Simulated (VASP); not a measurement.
# Li2O3 (Pn-3m) in VASP: notebook

Li2O3 is run at these levels: PBE; tasks: single point.

All numbers are computed with VASP 6.6.1; they aren't measurements. Logs are shortened: lines on timing, memory, paths and dates and some standing lists are left out, and cuts for length are marked.

### Step 1. The cell of the first run

Symmetry: Pn-3m, No. 224, cubic system. The conventional cell has a = 4.562 Å, b = 4.562 Å, c = 4.562 Å, α = 90.00°, β = 90.00°, γ = 90.00°. Within 2.6 Å of Li (site symmetry -3m) lie 6 O at 1.98 Å. Within 2.6 Å of O (site symmetry -42m) lie 4 Li at 1.98 Å and 4 O at 2.28 Å.

### Step 2. Single point, PBE

Input file INCAR:

```
PREC = Accurate
ENCUT = 520
EDIFF = 1E-6
ISMEAR = -1
SIGMA = 0.06122561905347299
LREAL = F
LASPH = T
NELM = 80
ALGO = Normal
ISIF = 2
LWAVE = F
LCHARG = T
GGA = PE
LELF = T
LVHAR = T
NBANDS = 35
```

Input file KPOINTS:

```
Automatic mesh
0
Gamma
  12 12 12
```

Input file POSCAR:

```
Li2O3
1.0
    4.5616226721      0.0000000000      0.0000000000
    0.0000000000      4.5616226721      0.0000000000
    0.0000000000      0.0000000000      4.5616226721
Li O
4 6
Direct
    0.2500000000      0.2500000000      0.2500000000
    0.7500000000      0.7500000000      0.2500000000
    0.7500000000      0.2500000000      0.7500000000
    0.2500000000      0.7500000000      0.7500000000
    0.5000000000      0.0000000000      0.0000000000
    0.0000000000      0.5000000000      0.0000000000
    0.0000000000      0.0000000000      0.5000000000
    0.5000000000      0.5000000000      0.0000000000
    0.5000000000      0.0000000000      0.5000000000
    0.0000000000      0.5000000000      0.5000000000
```

Potentials or basis: VASP PAW PBE potentials, release 64 (Li_sv, O).

Started as:

```sh
cat potpaw_PBE.64/Li_sv/POTCAR potpaw_PBE.64/O/POTCAR > POTCAR
mpirun -np 1 vasp_std > vasp.out
```

OUTCAR:

```text
PREC = Accurate
   ENCUT = 520
   EDIFF = 1E-6
   ISMEAR = -1
   LREAL = F
   LASPH = T
   NELM = 80
   ISIF = 2
   GGA = PE

 ion  position               nearest neighbor table
   1  0.250  0.250  0.250-   5 1.98   6 1.98   7 1.98   8 1.98   9 1.98  10 1.98
   2  0.750  0.750  0.250-   5 1.98   6 1.98   7 1.98   8 1.98   9 1.98  10 1.98
   3  0.750  0.250  0.750-   5 1.98   6 1.98   7 1.98   8 1.98   9 1.98  10 1.98
   4  0.250  0.750  0.750-   5 1.98   6 1.98   7 1.98   8 1.98   9 1.98  10 1.98
   5  0.500  0.000  0.000-   1 1.98   2 1.98   3 1.98   4 1.98
   6  0.000  0.500  0.000-   1 1.98   2 1.98   3 1.98   4 1.98
   7  0.000  0.000  0.500-   1 1.98   2 1.98   3 1.98   4 1.98
   8  0.500  0.500  0.000-   1 1.98   2 1.98   3 1.98   4 1.98
   9  0.500  0.000  0.500-   1 1.98   2 1.98   3 1.98   4 1.98
  10  0.000  0.500  0.500-   1 1.98   2 1.98   3 1.98   4 1.98

  LATTYP: Found a simple cubic cell.
 ALAT       =     4.5616226721

  Lattice vectors:

 A1 = (   4.5616226721,   0.0000000000,   0.0000000000)
 A2 = (   0.0000000000,   4.5616226721,   0.0000000000)
 A3 = (   0.0000000000,   0.0000000000,   4.5616226721)

Analysis of symmetry for initial positions (statically):
=====================================================================
 Subroutine PRICEL returns:
 Original cell was already a primitive cell.

 Routine SETGRP: Setting up the symmetry group for a
 simple cubic supercell.

 Subroutine GETGRP returns: Found 48 space group operations
 (whereof 24 operations were pure point group operations)
 out of a pool of 48 trial point group operations.

The static configuration has the point symmetry T_d .
 The point group associated with its full space group is O_h .

Analysis of symmetry for dynamics (positions and initial velocities):
=====================================================================
 Subroutine PRICEL returns:
 Original cell was already a primitive cell.

 Routine SETGRP: Setting up the symmetry group for a
 simple cubic supercell.

 Subroutine GETGRP returns: Found 48 space group operations
 (whereof 24 operations were pure point group operations)
 out of a pool of 48 trial point group operations.

The dynamic configuration has the point symmetry T_d .
 The point group associated with its full space group is O_h .

 Subroutine INISYM returns: Found 48 space group operations
 (whereof 24 operations are pure point group operations),
 and found     1 'primitive' translations

----------------------------------------------------------------------------------------

                                     Primitive cell

  volume of cell :      94.9201

  direct lattice vectors                    reciprocal lattice vectors
     4.561622672  0.000000000  0.000000000     0.219220236  0.000000000  0.000000000
     0.000000000  4.561622672  0.000000000     0.000000000  0.219220236  0.000000000
     0.000000000  0.000000000  4.561622672     0.000000000  0.000000000  0.219220236

  length of vectors
     4.561622672  4.561622672  4.561622672     0.219220236  0.219220236  0.219220236

  position of ions in fractional coordinates (direct lattice)
     0.250000000  0.250000000  0.250000000
     0.750000000  0.750000000  0.250000000
     0.750000000  0.250000000  0.750000000
     0.250000000  0.750000000  0.750000000
     0.500000000  0.000000000  0.000000000
     0.000000000  0.500000000  0.000000000
     0.000000000  0.000000000  0.500000000
     0.500000000  0.500000000  0.000000000
     0.500000000  0.000000000  0.500000000
     0.000000000  0.500000000  0.500000000

  ion indices of the primitive-cell ions
   primitive index   ion index
                 1           1
                 2           2
                 3           3
                 4           4
                 5           5
                 6           6
                 7           7
                 8           8
                 9           9
                10          10

----------------------------------------------------------------------------------------

 KPOINTS: Automatic mesh

Automatic generation of k-mesh.
 Grid dimensions read from file:
 generate k-points for:   12   12   12

 Generating k-lattice:

  Cartesian coordinates                     Fractional coordinates (reciprocal lattice)
     0.018268353  0.000000000  0.000000000     0.083333333  0.000000000  0.000000000
     0.000000000  0.018268353  0.000000000     0.000000000  0.083333333  0.000000000
     0.000000000  0.000000000  0.018268353     0.000000000  0.000000000  0.083333333

  Length of vectors
     0.018268353  0.018268353  0.018268353

  Shift w.r.t. Gamma in fractional coordinates (k-lattice)
     0.000000000  0.000000000  0.000000000

 Subroutine IBZKPT returns following result:
 ===========================================

 Found     84 irreducible k-points:

 Following reciprocal coordinates:
            Coordinates               Weight
  0.000000  0.000000  0.000000      1.000000
  0.083333  0.000000  0.000000      6.000000
  0.166667  0.000000  0.000000      6.000000
  0.250000  0.000000  0.000000      6.000000
  0.333333  0.000000  0.000000      6.000000
  0.416667  0.000000  0.000000      6.000000
[... 16 lines left out ...]
  0.333333  0.333333  0.000000     12.000000
  0.416667  0.333333  0.000000     24.000000
 [... further k-points ...]
   k-points           NKPTS =     84   k-points in BZ     NKDIM =     84   number of bands    NBANDS=     35
   number of dos      NEDOS =    301   number of ions     NIONS =     10
   total plane-waves  NPLWV =  46656
   dimension x,y,z NGX =    36 NGY =   36 NGZ =   36
   dimension x,y,z NGXF=    72 NGYF=   72 NGZF=   72
   ions per type =               4   6
   NGX,Y,Z   is equivalent  to a cutoff of  13.12, 13.12, 13.12 a.u.
   NGXF,Y,Z  is equivalent  to a cutoff of  26.24, 26.24, 26.24 a.u.
 SYSTEM =  unknown system
   PREC   = accura    normal or accurate (medium, high low for compatibility)
   ISTART =      0    job   : 0-new  1-cont  2-samecut
   ICHARG =      2    charge: 1-file 2-atom 10-const
   ISPIN  =      1    spin polarized calculation?
   LNONCOLLINEAR =      F non collinear calculations
   LSORBIT =      F    spin-orbit coupling
   LASPH  =      T    aspherical Exc in radial PAW
   ENCUT  =  520.0 eV  38.22 Ry    6.18 a.u.   8.48  8.48  8.48*2*pi/ulx,y,z
   NELM   =     80;   NELMIN=  2; NELMDL= -5     # of ELM steps
   EDIFF  = 0.1E-05   stopping-criterion for ELM
   LREAL  =      F    real-space projection
   EDIFFG = 0.1E-04   stopping-criterion for IOM
   NSW    =      0    number of steps for IOM
   IBRION =     -1    ionic relax: 0-MD 1-quasi-New 2-CG
   NFREE  =      0    steps in history (QN), initial steepest desc. (CG)
   ISIF   =      2    stress and relaxation
   ISYM   =      2    0-nonsym 1-usesym 2-fastsym
   POTIM  = 0.5000    time-step for ionic-motion
   TEBEG  =    0.0;   TEEND  =   0.0 temperature during run
   PSTRESS=    0.0 pullay stress
   NELECT =      48.0000    total number of electrons
   NUPDOWN=      -1.0000    fix difference up-down
   EMIN   =  10.00;   EMAX   =-10.00  energy-range for DOS
   EFERMI =   0.00;   METHOD = LEGACY
   ISMEAR =    -1;   SIGMA  =   0.06  broadening in eV -4-tet -1-fermi 0-gaus
   EFERMI_NEDOS =   21; number of points for ismear=-14 and -15
   IALGO  =     38    algorithm
   IMIX   =      4    mixing-type and parameters
     AMIX     =   0.40;   BMIX     =  1.00
     AMIX_MAG =   1.60;   BMIX_MAG =  1.00
  volume/ion in A,a.u.               =       9.49        64.06
  Fermi-wavevector in a.u.,A,eV,Ry     =   1.304275  2.464723 23.145329  1.701134
  Thomas-Fermi vector in A             =   2.435222
   LORBIT       =      0    0 simple, 1 ext, 2 COOP (PROOUT), +10 PAW based schemes
   GGA     = PE    functional components
   LHFCALC =     F    Hartree Fock is set to
   AEXX    =    0.0000 exact exchange contribution
   IVDW    =     0    specifies the selected vdW correction
   LEPSILON=     F    determine dielectric tensor
   LRPA    =     F    only Hartree local field effects (RPA)
 non-spin polarized calculation
  energy-cutoff  :      520.00
  volume of cell :       94.92
 maximum number of plane-waves:      2572
 NGX is ok and might be reduce to    36
   NGX = 17   NGY = 17   NGZ = 17

 number of electron      48.0000067 magnetization

 Free energy of the ion-electron system (eV)
  ---------------------------------------------------
  ext. energy  EPLUGINS =         0.00000000
  ---------------------------------------------------
  free energy    TOTEN  =       -42.42935043 eV

  energy without entropy =      -42.35672765  energy(sigma->0) =      -42.39303904

 E-fermi :  -0.1567     XC(G=0):  -9.6672

 val. band max:       -0.1665940341   @ k =   0.3333   0.3333   0.2500
 cond. band min:      -0.1554136044   @ k =   0.5000   0.3333   0.1667
 fundamental gap:      0.0111804297
 Fermi energy:        -0.1566708892

 k-point     1 :       0.0000    0.0000    0.0000
  band No.  band energies     occupation
      1     -42.1977      2.00000
      2     -42.1706      2.00000
      3     -42.1706      2.00000
      4     -42.1706      2.00000
      5     -17.9286      2.00000
      6     -17.0985      2.00000
[... 27 lines left out ...]
     34      14.9795      0.00000
     35      14.9795      0.00000

 k-point     2 :       0.0833    0.0000    0.0000
  band No.  band energies     occupation
      1     -42.1973      2.00000
      2     -42.1711      2.00000
      3     -42.1707      2.00000
      4     -42.1707      2.00000
      5     -17.9139      2.00000
      6     -17.1103      2.00000
[... 27 lines left out ...]
     34      14.9960      0.00000
     35      15.0729      0.00000

 k-point     3 :       0.1667    0.0000    0.0000
  band No.  band energies     occupation
      1     -42.1959      2.00000
      2     -42.1725      2.00000
      3     -42.1707      2.00000
      4     -42.1707      2.00000
      5     -17.8699      2.00000
      6     -17.1457      2.00000
[... 27 lines left out ...]
     34      15.0361      0.00000
     35      15.3259      0.00000

 k-point     4 :       0.2500    0.0000    0.0000
  band No.  band energies     occupation
      1     -42.1938      2.00000
      2     -42.1746      2.00000
      3     -42.1707      2.00000
      4     -42.1707      2.00000
      5     -17.7996      2.00000
      6     -17.2041      2.00000
[... 27 lines left out ...]
     34      14.8009      0.00000
     35      15.1296      0.00000

 k-point     5 :       0.3333    0.0000    0.0000
  band No.  band energies     occupation
      1     -42.1910      2.00000
      2     -42.1774      2.00000
      3     -42.1707      2.00000
      4     -42.1707      2.00000
      5     -17.7082      2.00000
      6     -17.2842      2.00000
[... 638 lines left out ...]
 k-point    22 :       0.5000    0.2500    0.0000
  band No.  band energies     occupation
      1     -42.1822      2.00000
      2     -42.1822      2.00000
      3     -42.1726      2.00000
      4     -42.1726      2.00000
      5     -17.3614      2.00000
      6     -17.3614      2.00000
[... 27 lines left out ...]
     34      13.5914      0.00000
     35      15.2082      0.00000

 k-point    23 :       0.3333    0.3333    0.0000
  band No.  band energies     occupation
      1     -42.1859      2.00000
      2     -42.1766      2.00000
      3     -42.1748      2.00000
      4     -42.1723      2.00000
      5     -17.4839      2.00000
      6     -17.1647      2.00000
[... 27 lines left out ...]
     34      14.4326      0.00000
     35      14.5260      0.00000

 k-point    24 :       0.4167    0.3333    0.0000
  band No.  band energies     occupation
      1     -42.1835      2.00000
      2     -42.1784      2.00000
      3     -42.1746      2.00000
      4     -42.1730      2.00000
      5     -17.3819      2.00000
      6     -17.2025      2.00000
[... 27 lines left out ...]
     34      14.0334      0.00000
     35      14.6707      0.00000

 [... further k-points ...]
[... 5 lines left out ...]
  --------------------------------------------------------------------------------------
  -------------------------------------------------------------------------------------
  Total       -2.4894419     -2.4894419     -2.4894419      0.0000000      0.0000000      0.0000000
  in kB      -42.0198504    -42.0198504    -42.0198504      0.0000000      0.0000000      0.0000000
  external PRESSURE =     -42.0198504 kB  Pullay stress =       0.0000000 kB

 VOLUME and BASIS-vectors are now :
 -----------------------------------------------------------------------------
  energy-cutoff  :      520.00
  volume of cell :       94.92
      direct lattice vectors                 reciprocal lattice vectors
     4.561622672  0.000000000  0.000000000     0.219220236  0.000000000  0.000000000
     0.000000000  4.561622672  0.000000000     0.000000000  0.219220236  0.000000000
     0.000000000  0.000000000  4.561622672     0.000000000  0.000000000  0.219220236

 POSITION                                       TOTAL-FORCE (eV/Angst)
 -----------------------------------------------------------------------------------
      1.14041      1.14041      1.14041        -0.000000      0.000000     -0.000000
      3.42122      3.42122      1.14041         0.000000     -0.000000      0.000000
      3.42122      1.14041      3.42122         0.000000     -0.000000     -0.000000
      1.14041      3.42122      3.42122         0.000000      0.000000     -0.000000
      2.28081      0.00000      0.00000        -0.000000     -0.000000      0.000000
      0.00000      2.28081      0.00000        -0.000000     -0.000000      0.000000
      0.00000      0.00000      2.28081        -0.000000     -0.000000     -0.000000
      2.28081      2.28081      0.00000         0.000000      0.000000     -0.000000
      2.28081      0.00000      2.28081        -0.000000     -0.000000     -0.000000
      0.00000      2.28081      2.28081        -0.000000      0.000000     -0.000000
 -----------------------------------------------------------------------------------
    total drift:                               -0.000000      0.000000     -0.000000

  FREE ENERGIE OF THE ION-ELECTRON SYSTEM (eV)
  ---------------------------------------------------
  free  energy   TOTEN  =       -42.4293504305 eV

  energy  without entropy=      -42.3567276531  energy(sigma->0) =      -42.39303904
```

Run time: 2.4 min. Hardware: 1 thread of Intel Xeon Platinum 8488C (Sapphire Rapids), shared host; peak memory 0.32 GiB.

Results:

```
Free energy            : -42.4294 eV
Band gap on the k mesh : zero (bands 24 and 25 overlap by 2.21 eV)
```

Caveat: the cutoff is under 1.25 times the usual one of these potentials, so pressure, stress and relaxed cells hold a basis-set (Pulay) error.

### Step 3. Single point, PBE

This run uses another cell than the first one, of 8.60 Å³/atom.

Input file INCAR:

```
  PREC = Accurate
  ENCUT = 520
  EDIFF = 1E-6
  ISMEAR = -1
  SIGMA = 0.06122561905347299
  LREAL = False
  LASPH = True
  NELM = 100
  ALGO = Normal
  ISIF = 2
  LWAVE = False
  LCHARG = False
  GGA = PE
  NBANDS = 35
```

Input file KPOINTS:

```
regular mesh
0
Gamma
  12 12 12
```

Edit POSCAR of step 2 so:

```diff
@@ -2,5 +2,5 @@
 1.0
-    4.5616226721      0.0000000000      0.0000000000
-    0.0000000000      4.5616226721      0.0000000000
-    0.0000000000      0.0000000000      4.5616226721
+    4.4134120972      0.0000000000      0.0000000000
+    0.0000000000      4.4134120972      0.0000000000
+    0.0000000000      0.0000000000      4.4134120972
 Li O
```

Potentials or basis: VASP PAW PBE potentials, release 64 (Li_sv, O).

Started as:

```sh
cat potpaw_PBE.64/Li_sv/POTCAR potpaw_PBE.64/O/POTCAR > POTCAR
mpirun -np 1 vasp_std > vasp.out
```

Run time: 5.4 min. Hardware: 1 thread of Intel Xeon 8259CL, shared host; peak memory 0.31 GiB.

It converged, with:

* Free energy: -42.4418 eV
* Band gap on the k mesh: zero (bands 24 and 25 overlap by 2.56 eV)

Levels at points of the mesh, in eV from the Fermi level:
| k point | band 22 | band 23 | band 24 | band 25 | band 26 | band 27 |
| --- | --- | --- | --- | --- | --- | --- |
| (0.00, 0.00, 0.00) | -0.84 | 1.50 | 1.50 | 1.50 | 1.58 | 1.58 |
| (0.50, 0.00, 0.00) | -1.37 | -0.75 | -0.75 | 1.53 | 1.53 | 1.53 |
| (0.50, 0.50, 0.00) | -1.43 | -1.29 | -1.29 | -0.40 | -0.40 | 1.51 |
| (0.50, 0.50, 0.50) | -1.33 | -1.33 | -1.33 | -1.06 | -1.06 | -0.77 |

Caveat: the cutoff is under 1.25 times the usual one of these potentials, so pressure, stress and relaxed cells hold a basis-set (Pulay) error.

### Step 4. Single point, PBE

This run uses another cell than the first one, of 8.78 Å³/atom.

Input file INCAR:

```
  ALGO = Normal
  EDIFF = 1E-7
  ENCUT = 520
  GGA = PE
  ISIF = 2
  ISMEAR = -1
  LASPH = T
  LCHARG = T
  LELF = T
  LREAL = F
  LVHAR = T
  LWAVE = F
  NBANDS = 35
  NELM = 60
  PREC = Accurate
  SIGMA = 0.06122561905347299
```

Input file KPOINTS:

```
k-points
0
Gamma
  12 12 12
```

Edit POSCAR of step 3 so:

```diff
@@ -2,5 +2,5 @@
 1.0
-    4.4134120972      0.0000000000      0.0000000000
-    0.0000000000      4.4134120972      0.0000000000
-    0.0000000000      0.0000000000      4.4134120972
+    4.4438503839      0.0000000000      0.0000000000
+    0.0000000000      4.4438503839      0.0000000000
+    0.0000000000      0.0000000000      4.4438503839
 Li O
```

Started as:

```sh
cat potpaw_PBE.64/Li_sv/POTCAR potpaw_PBE.64/O/POTCAR > POTCAR
mpirun -np 1 vasp_std > vasp.out
```

Wall time 6.2 min (1 thread of Intel Xeon 8259CL, shared host); peak memory 0.31 GiB.

Results (log left out):

```
Free energy            : -42.4771 eV
Band gap on the k mesh : zero (bands 24 and 25 overlap by 2.48 eV)
```

Levels at points of the mesh, in eV from the Fermi level:
```csv
k point,band 20,band 21,band 22,band 23,band 24,band 25,band 26,band 27,band 28,band 29
"(0.00, 0.00, 0.00)",-0.81,-0.81,-0.81,1.46,1.46,1.46,1.54,1.54,1.54,7.76
"(0.50, 0.00, 0.00)",-1.35,-1.32,-1.32,-0.72,-0.72,1.49,1.49,1.49,1.49,9.00
"(0.50, 0.50, 0.00)",-1.50,-1.40,-1.40,-1.26,-1.26,-0.38,-0.38,1.47,1.47,10.16
"(0.50, 0.50, 0.50)",-1.34,-1.34,-1.31,-1.31,-1.31,-1.02,-1.02,-0.73,-0.73,10.76
```

Caveat: the cutoff is under 1.25 times the usual one of these potentials, so pressure, stress and relaxed cells hold a basis-set (Pulay) error.

### Step 5. Summary

| cell | gap on the mesh (eV) |
| --- | --- |
| a = 4.562 Å, 10 atoms | none |
| a = 4.413 Å, 10 atoms | none |
| a = 4.444 Å, 10 atoms | none |

Alike in all rows: task single point; level PBE; potentials or basis VASP PAW PBE potentials, release 64 (Li_sv, O); no spin polarisation; k mesh 12 × 12 × 12; cutoff (eV) 520; smearing fermi-dirac 0.0612256 eV.

Caveats: the cutoff is under 1.25 times the usual one of these potentials, so pressure, stress and relaxed cells hold a basis-set (Pulay) error.

Total energies depend on the potentials used, so only differences within one code and one set of settings carry meaning.
